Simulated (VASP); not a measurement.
# LiNb16 (a cell with a defect) in VASP: single point with PBE

Aim: the single point of LiNb16 (a cell with a defect) with PBE.

Program: VASP 6.6.1. These are calculated values, not measurements. Logs are shortened: lines on timing, memory, paths and dates and some standing lists are left out, and cuts for length are marked.

## Step 1: The cell of the first run

The cell holds a defect, 17 atoms: a = 6.600 Å, b = 6.600 Å, c = 6.600 Å, α = 90.00°, β = 90.00°, γ = 90.00°.

## Step 2: Single point, PBE

The input, INCAR:

```
PREC = Accurate
ENCUT = 520
EDIFF = 1E-6
ISMEAR = -1
SIGMA = 0.15
LREAL = Auto
LASPH = True
NELM = 80
ALGO = Normal
ISIF = 2
LWAVE = False
LCHARG = True
GGA = PE
LELF = True
LVHAR = True
NBANDS = 120
```

The input, KPOINTS:

```
Automatic mesh
0
Gamma
  2 2 2
```

The input, POSCAR:

```
LiNb16
1.0
    6.6000000000      0.0000000000      0.0000000000
    0.0000000000      6.6000000000      0.0000000000
    0.0000000000      0.0000000000      6.6000000000
Nb Li
16 1
Direct
   -0.0037121212     -0.0068181818      0.0119393939
    0.5315454545     -0.0012878788     -0.0111060606
    0.0346818182      0.4897727273      0.0197272727
   -0.0227575758     -0.0188333333      0.5522727273
    0.1877272727      0.2129242424      0.3114090909
    0.5418787879      0.5998484848     -0.0174545455
    0.4534848485     -0.0149242424      0.4921515152
    0.7582575758      0.3069090909      0.1764545455
    0.0024848485      0.4850151515      0.5117121212
    0.2436969697      0.7565454545      0.2648181818
    0.2952878788      0.2183636364      0.7289393939
    0.5036212121      0.4834090909      0.4726818182
    0.7583939394      0.7349545455      0.2684696970
    0.7541666667      0.2496969697      0.7390606061
    0.2481666667      0.7493939394      0.7578484848
    0.7473181818      0.7489848485      0.7184393939
    0.3494242424      0.3250454545      0.0405757576
```

Potentials or basis: VASP PAW PBE potentials, release 64 (Nb_sv, Li_sv).

Run with:

```bash
> cat potpaw_PBE.64/Nb_sv/POTCAR potpaw_PBE.64/Li_sv/POTCAR > POTCAR
> mpirun -np 1 vasp_std > vasp.out
```

OUTCAR:

```text
PREC = Accurate
   ENCUT = 520
   EDIFF = 1E-6
   ISMEAR = -1
   LREAL = Auto
   LASPH = True
   NELM = 80
   ISIF = 2
   GGA = PE

 ion  position               nearest neighbor table
   1  0.996  0.993  0.012-   5 2.76  10 2.81   8 2.82  15 2.86  13 2.87  14 2.94  16 3.01   4 3.04

   2  0.532  0.999  0.989-  17 2.49   6 2.63  11 2.73  14 2.76   8 2.81  16 2.82  15 2.92  13 2.95

   3  0.035  0.490  0.020-  17 2.35   8 2.42  10 2.76  15 2.81   5 2.84  13 2.94
   4  0.977  0.981  0.552-  16 2.42   5 2.61  14 2.61  15 2.72  11 2.87  13 2.87  10 2.98   1 3.04

   5  0.188  0.213  0.311-  17 2.21   9 2.54   7 2.60   4 2.61   1 2.76   3 2.84  11 2.85  12 2.94
                             8 3.04
   6  0.542  0.600  0.983-  17 2.25  16 2.42  13 2.53  15 2.63   2 2.63   8 2.72  10 2.90
   7  0.453  0.985  0.492-  11 2.43  10 2.54   5 2.60  15 2.71  16 2.90  13 2.99
   8  0.758  0.307  0.176-   3 2.42   6 2.72   2 2.81   1 2.82  12 2.83  13 2.89  14 2.91   9 2.98
                             5 3.04
   9  0.002  0.485  0.512-   5 2.54  14 2.71  16 2.78  13 2.81  15 2.88  10 2.90   8 2.98  11 2.98

  10  0.244  0.757  0.265-   7 2.54   3 2.76   1 2.81  12 2.84   9 2.90   6 2.90   4 2.98
  11  0.295  0.218  0.729-  17 2.20   7 2.43   2 2.73  12 2.79   5 2.85   4 2.87   9 2.98  14 3.04

  12  0.504  0.483  0.473-  13 2.72  11 2.79   8 2.83  10 2.84  14 2.86  16 2.88   5 2.94
  13  0.758  0.735  0.268-   6 2.53  12 2.72   9 2.81   4 2.87   1 2.87   8 2.89   3 2.94   2 2.95
                            16 2.97   7 2.99
  14  0.754  0.250  0.739-   4 2.61   9 2.71   2 2.76  12 2.86   8 2.91   1 2.94  11 3.04
  15  0.248  0.749  0.758-   6 2.63   7 2.71   4 2.72   3 2.81   1 2.86   9 2.88   2 2.92
  16  0.747  0.749  0.718-   6 2.42   4 2.42   9 2.78   2 2.82  12 2.88   7 2.90  13 2.97   1 3.01

  17  0.349  0.325  0.041-  11 2.20   5 2.21   6 2.25   3 2.35   2 2.49

  LATTYP: Found a simple cubic cell.
 ALAT       =     6.6000000000

  Lattice vectors:

 A1 = (   6.6000000000,   0.0000000000,   0.0000000000)
 A2 = (   0.0000000000,   6.6000000000,   0.0000000000)
 A3 = (   0.0000000000,   0.0000000000,   6.6000000000)

Analysis of symmetry for initial positions (statically):
=====================================================================
 Subroutine PRICEL returns:
 Original cell was already a primitive cell.

 Routine SETGRP: Setting up the symmetry group for a
 simple cubic supercell.

 Subroutine GETGRP returns: Found  1 space group operations
 (whereof  1 operations were pure point group operations)
 out of a pool of 48 trial point group operations.

The static configuration has the point symmetry C_1 .

Analysis of symmetry for dynamics (positions and initial velocities):
=====================================================================
 Subroutine PRICEL returns:
 Original cell was already a primitive cell.

 Routine SETGRP: Setting up the symmetry group for a
 simple cubic supercell.

 Subroutine GETGRP returns: Found  1 space group operations
 (whereof  1 operations were pure point group operations)
 out of a pool of 48 trial point group operations.

The dynamic configuration has the point symmetry C_1 .

 Subroutine INISYM returns: Found  1 space group operations
 (whereof  1 operations are pure point group operations),
 and found     1 'primitive' translations

----------------------------------------------------------------------------------------

                                     Primitive cell

  volume of cell :     287.4960

  direct lattice vectors                    reciprocal lattice vectors
     6.600000000  0.000000000  0.000000000     0.151515152  0.000000000  0.000000000
     0.000000000  6.600000000  0.000000000     0.000000000  0.151515152  0.000000000
     0.000000000  0.000000000  6.600000000     0.000000000  0.000000000  0.151515152

  length of vectors
     6.600000000  6.600000000  6.600000000     0.151515152  0.151515152  0.151515152

  position of ions in fractional coordinates (direct lattice)
     0.996287879  0.993181818  0.011939394
     0.531545454  0.998712121  0.988893939
     0.034681818  0.489772727  0.019727273
     0.977242424  0.981166667  0.552272727
     0.187727273  0.212924242  0.311409091
     0.541878788  0.599848485  0.982545454
[... 9 lines left out ...]
     0.747318182  0.748984849  0.718439394
     0.349424242  0.325045454  0.040575758

  ion indices of the primitive-cell ions
   primitive index   ion index
                 1           1
                 2           2
                 3           3
                 4           4
                 5           5
                 6           6
[... 9 lines left out ...]
                16          16
                17          17

----------------------------------------------------------------------------------------

 KPOINTS: Automatic mesh

Automatic generation of k-mesh.
 Grid dimensions read from file:
 generate k-points for:    2    2    2

 Generating k-lattice:

  Cartesian coordinates                     Fractional coordinates (reciprocal lattice)
     0.075757576  0.000000000  0.000000000     0.500000000  0.000000000  0.000000000
     0.000000000  0.075757576  0.000000000     0.000000000  0.500000000  0.000000000
     0.000000000  0.000000000  0.075757576     0.000000000  0.000000000  0.500000000

  Length of vectors
     0.075757576  0.075757576  0.075757576

  Shift w.r.t. Gamma in fractional coordinates (k-lattice)
     0.000000000  0.000000000  0.000000000

 Subroutine IBZKPT returns following result:
 ===========================================

 Found      8 irreducible k-points:

 Following reciprocal coordinates:
            Coordinates               Weight
  0.000000  0.000000  0.000000      1.000000
  0.500000  0.000000  0.000000      1.000000
  0.000000  0.500000  0.000000      1.000000
  0.000000  0.000000  0.500000      1.000000
  0.500000  0.500000  0.000000      1.000000
  0.000000  0.500000  0.500000      1.000000
  0.500000  0.000000  0.500000      1.000000
  0.500000  0.500000  0.500000      1.000000
   k-points           NKPTS =      8   k-points in BZ     NKDIM =      8   number of bands    NBANDS=    120
   number of dos      NEDOS =    301   number of ions     NIONS =     17
   total plane-waves  NPLWV = 125000
   dimension x,y,z NGX =    50 NGY =   50 NGZ =   50
   dimension x,y,z NGXF=   100 NGYF=  100 NGZF=  100
   ions per type =              16   1
   NGX,Y,Z   is equivalent  to a cutoff of  12.59, 12.59, 12.59 a.u.
   NGXF,Y,Z  is equivalent  to a cutoff of  25.19, 25.19, 25.19 a.u.
 SYSTEM =  unknown system
   PREC   = accura    normal or accurate (medium, high low for compatibility)
   ISTART =      0    job   : 0-new  1-cont  2-samecut
   ICHARG =      2    charge: 1-file 2-atom 10-const
   ISPIN  =      1    spin polarized calculation?
   LNONCOLLINEAR =      F non collinear calculations
   LSORBIT =      F    spin-orbit coupling
   LASPH  =      T    aspherical Exc in radial PAW
   ENCUT  =  520.0 eV  38.22 Ry    6.18 a.u.  12.27 12.27 12.27*2*pi/ulx,y,z
   NELM   =     80;   NELMIN=  2; NELMDL= -5     # of ELM steps
   EDIFF  = 0.1E-05   stopping-criterion for ELM
   LREAL  =      T    real-space projection
   EDIFFG = 0.1E-04   stopping-criterion for IOM
   NSW    =      0    number of steps for IOM
   IBRION =     -1    ionic relax: 0-MD 1-quasi-New 2-CG
   NFREE  =      0    steps in history (QN), initial steepest desc. (CG)
   ISIF   =      2    stress and relaxation
   ISYM   =      2    0-nonsym 1-usesym 2-fastsym
   POTIM  = 0.5000    time-step for ionic-motion
   TEBEG  =    0.0;   TEEND  =   0.0 temperature during run
   PSTRESS=    0.0 pullay stress
   NELECT =     211.0000    total number of electrons
   NUPDOWN=      -1.0000    fix difference up-down
   EMIN   =  10.00;   EMAX   =-10.00  energy-range for DOS
   EFERMI =   0.00;   METHOD = LEGACY
   ISMEAR =    -1;   SIGMA  =   0.15  broadening in eV -4-tet -1-fermi 0-gaus
   EFERMI_NEDOS =   21; number of points for ismear=-14 and -15
   IALGO  =     38    algorithm
   IMIX   =      4    mixing-type and parameters
     AMIX     =   0.40;   BMIX     =  1.00
     AMIX_MAG =   1.60;   BMIX_MAG =  1.00
  volume/ion in A,a.u.               =      16.91       114.12
  Fermi-wavevector in a.u.,A,eV,Ry     =   1.476698  2.790555 29.669371  2.180637
  Thomas-Fermi vector in A             =   2.591193
   LORBIT       =      0    0 simple, 1 ext, 2 COOP (PROOUT), +10 PAW based schemes
   GGA     = PE    functional components
   LHFCALC =     F    Hartree Fock is set to
   AEXX    =    0.0000 exact exchange contribution
   IVDW    =     0    specifies the selected vdW correction
   LEPSILON=     F    determine dielectric tensor
   LRPA    =     F    only Hartree local field effects (RPA)
 non-spin polarized calculation
  energy-cutoff  :      520.00
  volume of cell :      287.50
 maximum number of plane-waves:      7809
 NGX is ok and might be reduce to    50
   NGX = 25   NGY = 25   NGZ = 25

 number of electron     210.9999999 magnetization

 Free energy of the ion-electron system (eV)
  ---------------------------------------------------
  ext. energy  EPLUGINS =         0.00000000
  ---------------------------------------------------
  free energy    TOTEN  =      -157.94649839 eV

  energy without entropy =     -156.70730099  energy(sigma->0) =     -157.32689969

 E-fermi :  11.6211     XC(G=0): -12.5232

 val. band max:       11.5981155985   @ k =   0.5000   0.5000   0.5000
 cond. band min:      11.6240603367   @ k =   0.5000   0.0000   0.5000
 fundamental gap:      0.0259447382
 Fermi energy:        11.6211095193

 k-point     1 :       0.0000    0.0000    0.0000
  band No.  band energies     occupation
      1     -43.0448      2.00000
      2     -42.8622      2.00000
      3     -42.8444      2.00000
      4     -42.8311      2.00000
      5     -42.7978      2.00000
      6     -42.7704      2.00000
[... 109 lines left out ...]
    116      13.3571      0.00002
    117      13.4277      0.00001
[... 838 lines left out ...]
    116      13.3243      0.00002
    117      13.4104      0.00001
 [bands above 117 left out]

------------------------ aborting loop because EDIFF is reached ----------------------------------------

  FORCE on cell =-STRESS in cart. coord.  units (eV):
  Direction    XX          YY          ZZ          XY          YZ          ZX
  --------------------------------------------------------------------------------------
  -------------------------------------------------------------------------------------
  Total       26.9510787     29.7814832     30.3085368      0.9390034     -1.3128317     -1.8758305
  in kB      150.1948110    165.9682819    168.9054822      5.2329420     -7.3162381    -10.4537562
  external PRESSURE =     161.6895250 kB  Pullay stress =       0.0000000 kB

 VOLUME and BASIS-vectors are now :
 -----------------------------------------------------------------------------
  energy-cutoff  :      520.00
  volume of cell :      287.50
      direct lattice vectors                 reciprocal lattice vectors
     6.600000000  0.000000000  0.000000000     0.151515152  0.000000000  0.000000000
     0.000000000  6.600000000  0.000000000     0.000000000  0.151515152  0.000000000
     0.000000000  0.000000000  6.600000000     0.000000000  0.000000000  0.151515152

 POSITION                                       TOTAL-FORCE (eV/Angst)
 -----------------------------------------------------------------------------------
      6.57550      6.55500      0.07880         0.858849      0.139310     -0.434432
      3.50820      6.59150      6.52670        -1.038180      0.084507      0.689497
      0.22890      3.23250      0.13020        -1.023175      1.825938     -1.879808
      6.44980      6.47570      3.64500         0.641749      0.402667     -2.476587
      1.23900      1.40530      2.05530         0.491950     -0.091062     -0.741745
      3.57640      3.95900      6.48480        -0.598003     -2.048831     -0.027736
[... 9 lines left out ...]
      4.93230      4.94330      4.74170         0.817951     -0.425523      0.401682
      2.30620      2.14530      0.26780         1.320703      0.072892      0.872495
 -----------------------------------------------------------------------------------
    total drift:                                0.002802     -0.000213      0.003074

  FREE ENERGIE OF THE ION-ELECTRON SYSTEM (eV)
  ---------------------------------------------------
  free  energy   TOTEN  =      -157.9464983874 eV

  energy  without entropy=     -156.7073009853  energy(sigma->0) =     -157.32689969
```

It took 23 min on 1 thread of Intel Xeon 8259CL, shared host; peak memory 0.46 GiB.

What came out:

```yaml
Free_energy: -157.9465 eV
Largest_force: 3.928 eV/Å
Band_gap_on_the_k_mesh: zero (an odd number of electrons rules out a gap without spin polarisation)
```

Forces on the atoms (eV/Å):
```
Nb   0.859  0.139 -0.434
Nb  -1.038  0.085  0.689
Nb  -1.023  1.826 -1.880
Nb   0.642  0.403 -2.477
Nb   0.492 -0.091 -0.742
Nb  -0.598 -2.049 -0.028
Nb   3.115  0.092 -0.180
Nb  -0.919 -2.778  2.621
Nb  -0.293  0.616  0.460
Nb  -0.475 -1.259 -0.525
Nb  -2.268  0.996  0.335
Nb  -0.507  0.725  0.323
Nb   0.330  1.683  0.148
Nb  -0.340  0.756  0.305
Nb  -0.116 -0.791  0.110
Nb   0.818 -0.426  0.402
Li   1.321  0.073  0.872
```

Caveat: the k points lie up to 0.48 Å⁻¹ apart, too coarse for converged energies and pressures of a metal; the cutoff is under 1.25 times the usual one of these potentials, so pressure, stress and relaxed cells hold a basis-set (Pulay) error; the atoms stand as in a frame of molecular dynamics.

The gap in the log of VASP goes by the Fermi energy; the results here count the filled bands.